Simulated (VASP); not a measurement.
# Pt (Fm-3m) in VASP: notebook, part 2 of 2

VASP 6.6.1.

## (3) Electric field gradients, PBE (volume scaled by 0.9405)

INCAR reads:

```
ALGO     = Normal         # electronic algorithm
EDIFF    = 1E-8           # SCF threshold, eV
ENCUT    = 520            # plane-wave cutoff, eV
GGA      = PE             # functional
ISIF     = 2              # what is computed and relaxed
ISMEAR   = -1             # smearing method
LASPH    = T              # aspherical terms in the spheres
LCHARG   = F              # write CHGCAR
LEFG     = T            
LREAL    = F              # projectors in reciprocal space
LWAVE    = F              # write WAVECAR
NBANDS   = 11             # bands
NELM     = 80             # most SCF steps
PREC     = Accurate       # precision mode
SIGMA    = 0.03           # smearing width, eV
```

KPOINTS reads:

```
k-points
0
Gamma
  18 18 18
```

POSCAR reads:

```
Pt
1.0
    0.0000000000      1.9182716408      1.9182716408
    1.9182716408      0.0000000000      1.9182716408
    1.9182716408      1.9182716408      0.0000000000
Pt
1
Direct
    0.0000000000      0.0000000000      0.0000000000
```

Potentials or basis: VASP PAW PBE potentials, release 64 (Pt).

Run with:

```console
$ cat potpaw_PBE.64/Pt/POTCAR > POTCAR
$ mpirun -np 1 vasp_std > vasp.out
```

OUTCAR:

```text
EDIFF = 1E-8
   ENCUT = 520
   GGA = PE
   ISIF = 2
   ISMEAR = -1
   LASPH = T
   LREAL = F
   NELM = 80
   PREC = Accurate

 ion  position               nearest neighbor table
   1  0.000  0.000  0.000-

  LATTYP: Found a face centered cubic cell.
 ALAT       =     3.8365432816

  Lattice vectors:

 A1 = (   0.0000000000,   1.9182716408,   1.9182716408)
 A2 = (   1.9182716408,   0.0000000000,   1.9182716408)
 A3 = (   1.9182716408,   1.9182716408,   0.0000000000)

Analysis of symmetry for initial positions (statically):
=====================================================================
 Subroutine PRICEL returns:
 Original cell was already a primitive cell.

 Routine SETGRP: Setting up the symmetry group for a
 face centered cubic supercell.

 Subroutine GETGRP returns: Found 48 space group operations
 (whereof 48 operations were pure point group operations)
 out of a pool of 48 trial point group operations.

The static configuration has the point symmetry O_h .

Analysis of symmetry for dynamics (positions and initial velocities):
=====================================================================
 Subroutine PRICEL returns:
 Original cell was already a primitive cell.

 Routine SETGRP: Setting up the symmetry group for a
 face centered cubic supercell.

 Subroutine GETGRP returns: Found 48 space group operations
 (whereof 48 operations were pure point group operations)
 out of a pool of 48 trial point group operations.

The dynamic configuration has the point symmetry O_h .

 Subroutine INISYM returns: Found 48 space group operations
 (whereof 48 operations are pure point group operations),
 and found     1 'primitive' translations

----------------------------------------------------------------------------------------

                                     Primitive cell

  volume of cell :      14.1176

  direct lattice vectors                    reciprocal lattice vectors
     0.000000000  1.918271641  1.918271641    -0.260651302  0.260651302  0.260651302
     1.918271641  0.000000000  1.918271641     0.260651302 -0.260651302  0.260651302
     1.918271641  1.918271641  0.000000000     0.260651302  0.260651302 -0.260651302

  length of vectors
     2.712845771  2.712845771  2.712845771     0.451461297  0.451461297  0.451461297

  position of ions in fractional coordinates (direct lattice)
     0.000000000  0.000000000  0.000000000

  ion indices of the primitive-cell ions
   primitive index   ion index
                 1           1

----------------------------------------------------------------------------------------

 KPOINTS: k-points

Automatic generation of k-mesh.
 Grid dimensions read from file:
 generate k-points for:   18   18   18

 Generating k-lattice:

  Cartesian coordinates                     Fractional coordinates (reciprocal lattice)
    -0.014480628  0.014480628  0.014480628     0.055555556  0.000000000  0.000000000
[... 71 lines left out ...]
   NUPDOWN=      -1.0000    fix difference up-down
   EMIN   =  10.00;   EMAX   =-10.00  energy-range for DOS
   EFERMI =   0.00;   METHOD = LEGACY
   ISMEAR =    -1;   SIGMA  =   0.03  broadening in eV -4-tet -1-fermi 0-gaus
   EFERMI_NEDOS =   21; number of points for ismear=-14 and -15
   IALGO  =     38    algorithm
   IMIX   =      4    mixing-type and parameters
     AMIX     =   0.40;   BMIX     =  1.00
     AMIX_MAG =   1.60;   BMIX_MAG =  1.00
  volume/ion in A,a.u.               =      14.12        95.27
  Fermi-wavevector in a.u.,A,eV,Ry     =   1.459334  2.757742 28.975729  2.129656
  Thomas-Fermi vector in A             =   2.575913
   LORBIT       =      0    0 simple, 1 ext, 2 COOP (PROOUT), +10 PAW based schemes
   GGA     = PE    functional components
   LHFCALC =     F    Hartree Fock is set to
   AEXX    =    0.0000 exact exchange contribution
   IVDW    =     0    specifies the selected vdW correction
   LEPSILON=     F    determine dielectric tensor
   LRPA    =     F    only Hartree local field effects (RPA)
 non-spin polarized calculation
  energy-cutoff  :      520.00
  volume of cell :       14.12
 maximum number of plane-waves:       392
   NGX =  9   NGY =  9   NGZ =  9

 number of electron      10.0000000 magnetization

 number of electron       9.9999999 magnetization

 Free energy of the ion-electron system (eV)
  ---------------------------------------------------
  ext. energy  EPLUGINS =         0.00000000
  ---------------------------------------------------
  free energy    TOTEN  =        -5.95840815 eV

  energy without entropy =       -5.95265272  energy(sigma->0) =       -5.95553044

 E-fermi :  12.5909     XC(G=0): -13.8908

 val. band max:       12.5894574713   @ k =  -0.3889   0.3889   0.1667
 cond. band min:      12.5945220974   @ k =  -0.3333   0.3889   0.1111
 fundamental gap:      0.0050646261
 Fermi energy:        12.5908983886

 k-point     1 :       0.0000    0.0000    0.0000
  band No.  band energies     occupation
      1       1.6011      2.00000
      2       8.3669      2.00000
      3       8.3669      2.00000
      4       8.3669      2.00000
      5      10.7693      2.00000
      6      10.7693      2.00000
      7      27.0062      0.00000
      8      32.3518      0.00000
      9      32.3518      0.00000
     10      32.3518      0.00000
     11      37.9447      0.00000
[... 309 lines left out ...]
 k-point    24 :      -0.2222    0.0556    0.0000
  band No.  band energies     occupation
      1       3.7561      2.00000
      2       7.8194      2.00000
      3       8.7942      2.00000
      4       8.8692      2.00000
      5      10.5365      2.00000
      6      11.3026      2.00000
      7      26.5949      0.00000
      8      29.2903      0.00000
      9      34.3296      0.00000
     10      35.6127      0.00000
     11      36.8548      0.00000

 [... further k-points ...]

------------------------ aborting loop because EDIFF is reached ----------------------------------------

  FORCE on cell =-STRESS in cart. coord.  units (eV):
  Direction    XX          YY          ZZ          XY          YZ          ZX
  --------------------------------------------------------------------------------------
  -------------------------------------------------------------------------------------
  Total        2.9043422      2.9043422      2.9043422     -0.0000000     -0.0000000      0.0000000
  in kB      329.6082311    329.6082311    329.6082311     -0.0000000     -0.0000000      0.0000000
  external PRESSURE =     329.6082311 kB  Pullay stress =       0.0000000 kB

 VOLUME and BASIS-vectors are now :
 -----------------------------------------------------------------------------
  energy-cutoff  :      520.00
  volume of cell :       14.12
      direct lattice vectors                 reciprocal lattice vectors
     0.000000000  1.918271641  1.918271641    -0.260651302  0.260651302  0.260651302
     1.918271641  0.000000000  1.918271641     0.260651302 -0.260651302  0.260651302
     1.918271641  1.918271641  0.000000000     0.260651302  0.260651302 -0.260651302

 POSITION                                       TOTAL-FORCE (eV/Angst)
 -----------------------------------------------------------------------------------
      0.00000      0.00000      0.00000         0.000000     -0.000000      0.000000
 -----------------------------------------------------------------------------------
    total drift:                               -0.000000     -0.000000     -0.000000

  FREE ENERGIE OF THE ION-ELECTRON SYSTEM (eV)
  ---------------------------------------------------
  free  energy   TOTEN  =        -5.9584081510 eV

  energy  without entropy=       -5.9526527227  energy(sigma->0) =       -5.95553044

 Electric field gradients (V/A^2)
---------------------------------------------------------------------
 ion       V_xx      V_yy      V_zz      V_xy      V_xz      V_yz
---------------------------------------------------------------------
   1       0.000    -0.000    -0.000    -0.000    -0.000    -0.000
---------------------------------------------------------------------

 Electric field gradients after diagonalization (V/A^2)
 (convention: |V_zz| > |V_xx| > |V_yy|)
----------------------------------------------------------------------
 ion       V_xx      V_yy      V_zz     asymmetry (V_yy - V_xx)/ V_zz
----------------------------------------------------------------------
   1       0.000     0.000    -0.001       0.000
----------------------------------------------------------------------

           NMR quadrupolar parameters

 Cq : quadrupolar parameter    Cq=e*Q*V_zz/h
 eta: asymmetry parameters     (V_yy - V_xx)/ V_zz
 Q  : nuclear electric quadrupole moment in mb (millibarn)
----------------------------------------------------------------------
 ion       Cq(MHz)       eta       Q (mb)
----------------------------------------------------------------------
   1      -0.000       0.000       1.000
----------------------------------------------------------------------
```

It took 27 s on 1 thread of AMD EPYC 9R45 (Zen 5), shared host; peak memory 0.11 GiB.

What came out:

* Free energy: -5.9584 eV
* Pressure: 33.0 GPa
* Band gap on the k mesh: zero (band 5 reaches 13.16 eV, above the bottom of band 6 at 10.64 eV)

Caveat: the cell differs from its parent crystal (volume scaled by 0.9405); without QUAD_EFG the Cq values of the log hold for a quadrupole moment of 1 mb, not for the nuclei; spin-orbit coupling is left out, which moves the levels of the heavy elements.

## (4) Electric field gradients, PBE (volume scaled by 0.98)

INCAR reads:

```
SYSTEM = Pt
PREC = Accurate
ENCUT = 520
EDIFF = 1E-8
ISMEAR = -1
SIGMA = 0.03
LREAL = .False.
LASPH = .True.
NELM = 100
ALGO = Normal
ISIF = 2
LWAVE = .False.
LCHARG = .False.
GGA = PE
LEFG = .True.
NBANDS = 11
```

KPOINTS reads:

```
Automatic mesh
0
Gamma
  18 18 18
  0 0 0
```

POSCAR reads:

```
Pt
1.0
    0.0000000000      1.9447593356      1.9447593356
    1.9447593356      0.0000000000      1.9447593356
    1.9447593356      1.9447593356      0.0000000000
Pt
1
Direct
    0.0000000000      0.0000000000      0.0000000000
```

Potentials or basis: VASP PAW PBE potentials, release 64 (Pt).

Run with:

```console
$ cat potpaw_PBE.64/Pt/POTCAR > POTCAR
$ mpirun -np 1 vasp_std > vasp.out
```

OUTCAR:

```text
SYSTEM = Pt
   PREC = Accurate
   ENCUT = 520
   EDIFF = 1E-8
   ISMEAR = -1
   LREAL = .False.
   LASPH = .True.
   NELM = 100
   ISIF = 2
   GGA = PE

 ion  position               nearest neighbor table
   1  0.000  0.000  0.000-

  LATTYP: Found a face centered cubic cell.
 ALAT       =     3.8895186712

  Lattice vectors:

 A1 = (   0.0000000000,   1.9447593356,   1.9447593356)
 A2 = (   1.9447593356,   0.0000000000,   1.9447593356)
 A3 = (   1.9447593356,   1.9447593356,   0.0000000000)

Analysis of symmetry for initial positions (statically):
=====================================================================
 Subroutine PRICEL returns:
 Original cell was already a primitive cell.

 Routine SETGRP: Setting up the symmetry group for a
 face centered cubic supercell.

[... 516 lines left out ...]
  external PRESSURE =     174.1772517 kB  Pullay stress =       0.0000000 kB

 VOLUME and BASIS-vectors are now :
 -----------------------------------------------------------------------------
  energy-cutoff  :      520.00
  volume of cell :       14.71
      direct lattice vectors                 reciprocal lattice vectors
     0.000000000  1.944759336  1.944759336    -0.257101221  0.257101221  0.257101221
     1.944759336  0.000000000  1.944759336     0.257101221 -0.257101221  0.257101221
     1.944759336  1.944759336  0.000000000     0.257101221  0.257101221 -0.257101221

 POSITION                                       TOTAL-FORCE (eV/Angst)
 -----------------------------------------------------------------------------------
      0.00000      0.00000      0.00000         0.000000      0.000000     -0.000000
 -----------------------------------------------------------------------------------
    total drift:                               -0.000000     -0.000000     -0.000000

  FREE ENERGIE OF THE ION-ELECTRON SYSTEM (eV)
  ---------------------------------------------------
  free  energy   TOTEN  =        -6.0510083595 eV

  energy  without entropy=       -6.0448224071  energy(sigma->0) =       -6.04791538

 Electric field gradients (V/A^2)
---------------------------------------------------------------------
 ion       V_xx      V_yy      V_zz      V_xy      V_xz      V_yz
---------------------------------------------------------------------
   1      -0.000    -0.000     0.000    -0.000    -0.000    -0.000
---------------------------------------------------------------------

 Electric field gradients after diagonalization (V/A^2)
 (convention: |V_zz| > |V_xx| > |V_yy|)
----------------------------------------------------------------------
 ion       V_xx      V_yy      V_zz     asymmetry (V_yy - V_xx)/ V_zz
----------------------------------------------------------------------
   1       0.000     0.000    -0.000       0.000
----------------------------------------------------------------------

           NMR quadrupolar parameters

 Cq : quadrupolar parameter    Cq=e*Q*V_zz/h
 eta: asymmetry parameters     (V_yy - V_xx)/ V_zz
 Q  : nuclear electric quadrupole moment in mb (millibarn)
----------------------------------------------------------------------
 ion       Cq(MHz)       eta       Q (mb)
----------------------------------------------------------------------
   1      -0.000       0.000       1.000
----------------------------------------------------------------------
```

stdout:

```text
POSCAR found type information on POSCAR Pt
 POSCAR found :  1 types and       1 ions
 scaLAPACK will be used
 LDA part: xc-table for (Slater+PW92), standard interpolation
 POSCAR, INCAR and KPOINTS ok, starting setup
 FFT: planning ... GRIDC
 FFT: planning ... GRID_SOFT
 FFT: planning ... GRID
 WAVECAR not read
 entering main loop
ion   1
```

It took 26 s on 1 thread of AMD EPYC 9R45 (Zen 5), shared host; peak memory 0.11 GiB.

Results:

```yaml
Free_energy: -6.0510 eV
Pressure: 17.4 GPa
Band_gap_on_the_k_mesh: zero (band 5 reaches 12.27 eV, above the bottom of band 6 at 9.94 eV)
```

Levels at points of the mesh, in eV from the Fermi level:
| k point | band 2 | band 3 | band 4 | band 5 | band 6 | band 7 | band 8 | band 9 |
| --- | --- | --- | --- | --- | --- | --- | --- | --- |
| (0.00, 0.00, 0.00) | -3.95 | -3.95 | -3.95 | -1.70 | -1.70 | 14.56 | 19.67 | 19.67 |
| (0.50, 0.00, 0.00) | -4.02 | -4.02 | -0.58 | 0.04 | 0.04 | 6.03 | 14.14 | 19.15 |
| (0.50, 0.50, 0.00) | -6.89 | 0.00 | 0.51 | 0.51 | 1.73 | 9.15 | 11.47 | 11.47 |

Caveat: the cell differs from its parent crystal (volume scaled by 0.98); without QUAD_EFG the Cq values of the log hold for a quadrupole moment of 1 mb, not for the nuclei; spin-orbit coupling is left out, which moves the levels of the heavy elements.

## (5) Electric field gradients, PBE

This run uses another cell than the first one, of 15.01 Å³/atom, 1.063 times its volume.

INCAR reads:

```
SYSTEM = Pt
ALGO = Normal
EDIFF = 1E-8
ENCUT = 520
GGA = PE
ISIF = 2
ISMEAR = -1
LASPH = .TRUE.
LCHARG = .FALSE.
LEFG = .TRUE.
LREAL = .FALSE.
LWAVE = .FALSE.
NBANDS = 11
NELM = 80
PREC = Accurate
SIGMA = 0.03
```

KPOINTS reads:

```
k-points
0
G
  18 18 18
  0 0 0
```

POSCAR reads:

```
Pt
1.0
    0.0000000000      1.9579000000      1.9579000000
    1.9579000000      0.0000000000      1.9579000000
    1.9579000000      1.9579000000      0.0000000000
Pt
1
Direct
    0.0000000000      0.0000000000      0.0000000000
```

Potentials or basis: VASP PAW PBE potentials, release 64 (Pt).

Run with:

```console
$ cat potpaw_PBE.64/Pt/POTCAR > POTCAR
$ mpirun -np 1 vasp_std > vasp.out
```

OUTCAR:

```text
SYSTEM = Pt
   EDIFF = 1E-8
   ENCUT = 520
   GGA = PE
   ISIF = 2
   ISMEAR = -1
   LASPH = .TRUE.
   LREAL = .FALSE.
   NELM = 80
   PREC = Accurate

 ion  position               nearest neighbor table
   1  0.000  0.000  0.000-

  LATTYP: Found a face centered cubic cell.
 ALAT       =     3.9158000000

  Lattice vectors:

 A1 = (   0.0000000000,   1.9579000000,   1.9579000000)
 A2 = (   1.9579000000,   0.0000000000,   1.9579000000)
 A3 = (   1.9579000000,   1.9579000000,   0.0000000000)

[... 542 lines left out ...]
    total drift:                               -0.000000      0.000000     -0.000000

  FREE ENERGIE OF THE ION-ELECTRON SYSTEM (eV)
  ---------------------------------------------------
  free  energy   TOTEN  =        -6.0776665110 eV

  energy  without entropy=       -6.0712788668  energy(sigma->0) =       -6.07447269

 Electric field gradients (V/A^2)
---------------------------------------------------------------------
 ion       V_xx      V_yy      V_zz      V_xy      V_xz      V_yz
---------------------------------------------------------------------
   1      -0.000    -0.000     0.000     0.000     0.000     0.000
---------------------------------------------------------------------

 Electric field gradients after diagonalization (V/A^2)
 (convention: |V_zz| > |V_xx| > |V_yy|)
----------------------------------------------------------------------
 ion       V_xx      V_yy      V_zz     asymmetry (V_yy - V_xx)/ V_zz
----------------------------------------------------------------------
   1      -0.000    -0.000     0.000       0.000
----------------------------------------------------------------------

           NMR quadrupolar parameters

 Cq : quadrupolar parameter    Cq=e*Q*V_zz/h
 eta: asymmetry parameters     (V_yy - V_xx)/ V_zz
 Q  : nuclear electric quadrupole moment in mb (millibarn)
----------------------------------------------------------------------
 ion       Cq(MHz)       eta       Q (mb)
----------------------------------------------------------------------
   1       0.000       0.000       1.000
----------------------------------------------------------------------
```

Run time: 44 s. Hardware: 1 thread of AMD EPYC 9R45 (Zen 5), shared host; peak memory 0.13 GiB.

Results:

```
Free energy            : -6.0777 eV
Pressure               : 10.9 GPa
Band gap on the k mesh : zero (band 5 reaches 11.86 eV, above the bottom of band 6 at 9.60 eV)
```

Caveat: without QUAD_EFG the Cq values of the log hold for a quadrupole moment of 1 mb, not for the nuclei; spin-orbit coupling is left out, which moves the levels of the heavy elements.

## (6) Overview

```csv
cell,gap on the mesh (eV),pressure (GPa)
"a = 2.713 Å, angles 60.0°, 1 atom",none,33.0
"a = 2.750 Å, angles 60.0°, 1 atom",none,17.4
"a = 2.769 Å, angles 60.0°, 1 atom",none,10.9
```

Alike in all rows: task electric field gradients; level PBE; potentials or basis VASP PAW PBE potentials, release 64 (Pt); no spin polarisation; k mesh 18 × 18 × 18; cutoff (eV) 520; smearing fermi-dirac 0.03 eV.

Caveats: spin-orbit coupling is left out, which moves the levels of the heavy elements.

Absolute energies hang on the potentials; compare differences alone.
